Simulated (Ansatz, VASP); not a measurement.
**MgO: VASP beside Ansatz**

The input INCAR:

```
SYSTEM = MgO
ALGO = Normal ; EDIFF = 1E-6
ENCUT = 520 ; GGA = PS
ISIF = 2 ; ISMEAR = 0
LASPH = .TRUE. ; LCHARG = .FALSE.
LREAL = .FALSE. ; LWAVE = .FALSE.
NBANDS = 11 ; NELM = 60
PREC = Accurate ; SIGMA = 0.01
```

File KPOINTS:

```
k-points
0
G
  8 8 8
  0 0 0
```

Contents of POSCAR:

```
MgO
1.0
    0.0000000000      2.1021674168      2.1021674168
    2.1021674168      0.0000000000      2.1021674168
    2.1021674168      2.1021674168      0.0000000000
Mg O
1 1
Direct
    0.0000000000      0.0000000000      0.0000000000
    0.5000000000      0.5000000000      0.5000000000
```

Input for Ansatz:

```yaml
crystal:
  lattice:
    - [0.0, 2.1021674168, 2.1021674168]
    - [2.1021674168, 0.0, 2.1021674168]
    - [2.1021674168, 2.1021674168, 0.0]
  atoms:
    - { symbol: Mg, position: [0.0, 0.0, 0.0] }
    - { symbol: O, position: [0.5, 0.5, 0.5] }
kpoints:
  mp_grid: { grid: [8, 8, 8] }
hamiltonian:
  xc: pbesol
scf:
  occupations: { method: fixed }
  n_extra_bands: 4
  eigensolver: { kind: dense }
output:
  forces: true
  stress: true
  eigenvalues: true
```

Alike in both runs: task single point; functional PBEsol; k mesh 8 × 8 × 8; no spin polarisation.

|  | VASP | Ansatz |
| --- | --- | --- |
| version | VASP 6.6.1 | Ansatz 0.2.0 |
| potentials or method | VASP PAW PBE potentials, release 64 (Mg, O) | plane waves |
| plane-wave cutoff (eV) | 520 | 420 |
| occupations | gaussian, width 0.01 eV | fixed |
| valence electrons in the cell | 8 | 16 |

|  | VASP | Ansatz | Ansatz less VASP |
| --- | --- | --- | --- |
| gap on the k mesh at the Fermi level (eV) | 4.69 | 4.69 | 0.000 |
| pressure (GPa) | 0.6 | 1.1 | +0.50 |

VASP's potentials were made for PBE, not for PBEsol. VASP's potentials hold 8 valence electrons a cell and Ansatz's 16, so a difference there can come from the potentials and not from the codes.
